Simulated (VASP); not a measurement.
Wanted: the native input for a VASP 6.6.1 run.

| Quantity | Value |
| --- | --- |
| Task | electric field gradients |
| Functional | LDA |
| Potentials or basis | VASP PAW LDA potentials, release 64 (Sr_sv, O) |
| Cutoff | 520 eV |
| k mesh | 8 × 8 × 8 |
| Occupations | fermi-dirac, width 0.02 eV |
| Spin | no spin polarisation |
| Dipole correction | no |
| Further INCAR settings | ALGO = Normal; EDIFF = 1e-08; NBANDS = 15 |

The structure of SrO lies in POSCAR:

```
SrO
1.0
    0.0000000000      2.5698000000      2.4927060000
    2.5698000000      0.0000000000      2.4927060000
    2.5698000000      2.5698000000      0.0000000000
Sr O
1 1
Direct
    0.0000000000      0.0000000000      0.0000000000
    0.5000000000      0.5000000000      0.5000000000
```

This cell differs from its parent crystal: zz strain of -3 %.

The input as run:

INCAR

```
SYSTEM = SrO
  PREC = Accurate
  ENCUT = 520
  EDIFF = 1E-8
  ISMEAR = -1
  SIGMA = 0.02
  LREAL = .False.
  LASPH = .True.
  NELM = 100
  ALGO = Normal
  ISIF = 2
  LWAVE = .False.
  LCHARG = .False.
  GGA = CA
  LEFG = .True.
  NBANDS = 15
```

KPOINTS

```
Automatic mesh
0
Gamma
  8 8 8
  0 0 0
```

Potentials or basis: VASP PAW LDA potentials, release 64 (Sr_sv, O).

Command:

```console
$ cat potpaw_LDA.64/Sr_sv/POTCAR potpaw_LDA.64/O/POTCAR > POTCAR
$ mpirun -np 1 vasp_std > vasp.out
```

It gave:

The pressure is -0.4 GPa and the band gap on the k mesh is 2.91 eV (least direct gap 3.07 eV). The largest electric field gradient by atom is Sr -34.4; O -11.5 V/Å².

Caveat: the cell differs from its parent crystal (zz strain of -3 %); without QUAD_EFG the Cq values of the log hold for a quadrupole moment of 1 mb, not for the nuclei.

Run time: 15 s on 1 thread of AMD EPYC 9R45 96-Core Processor (Zen 5), on a shared host, peak memory 0.13 GiB.
